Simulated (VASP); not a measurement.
Write the native input for VASP 6.6.1 that does the following.

```
Task                   : relaxation of cell and atoms
Functional             : LDA
Potentials or basis    : VASP PAW LDA potentials, release 64 (Ta_pv)
Cutoff                 : 600 eV
k mesh                 : 16 × 16 × 16
Occupations            : gaussian, width 0.1 eV
Spin                   : no spin polarisation
Dipole correction      : no
Further INCAR settings : ALGO = Fast; EDIFF = 1e-07; IBRION = 2; EDIFFG = -0.002; NSW = 100; ISIF = 3
```

The structure of Ta lies in POSCAR:

```
Ta
1.0
   -1.6234849723      1.6234849723      1.6234849723
    1.6234849723     -1.6234849723      1.6234849723
    1.6234849723      1.6234849723     -1.6234849723
Ta
1
Direct
    0.0000000000      0.0000000000      0.0000000000
```

One way to write it, as run:

INCAR

```
SYSTEM = Ta
PREC     = Accurate       ! precision mode
ENCUT    = 600            ! plane-wave cutoff, eV
EDIFF    = 1E-7           ! SCF threshold, eV
ISMEAR   = 0              ! smearing method
SIGMA    = 0.1            ! smearing width, eV
LREAL    = .False.        ! projectors in reciprocal space
LASPH    = .True.         ! aspherical terms in the spheres
NELM     = 80             ! most SCF steps
ALGO     = Fast           ! electronic algorithm
ISIF     = 3              ! what is computed and relaxed
LWAVE    = .False.        ! write WAVECAR
LCHARG   = .False.        ! write CHGCAR
GGA      = CA             ! functional
IBRION   = 2              ! ionic algorithm
NSW      = 100            ! ionic steps
EDIFFG   = -0.002         ! ionic threshold
```

KPOINTS

```
Automatic mesh
0
Gamma
  16 16 16
  0 0 0
```

Potentials or basis: VASP PAW LDA potentials, release 64 (Ta_pv).

Run with:

```sh
$ cat potpaw_LDA.64/Ta_pv/POTCAR > POTCAR
$ mpirun -np 1 vasp_std > vasp.out
```

Results of the run:

- Relaxed volume: 17.27 Å³/atom
- Relaxed cell: a = 2.821 Å, b = 2.821 Å, c = 2.821 Å, α = 109.47°, β = 109.47°, γ = 109.47°
- Space group after relaxing (to 0.05 Å): Im-3m (No. 229)
- Energy gained by relaxing: 1.0 meV/atom
- Ionic steps: 4
- Pressure after relaxing: 0.0 GPa

Wall time 30 s on 1 thread of Intel(R) Xeon(R) 6975P-C (Granite Rapids), on a shared host, peak memory 0.16 GiB.
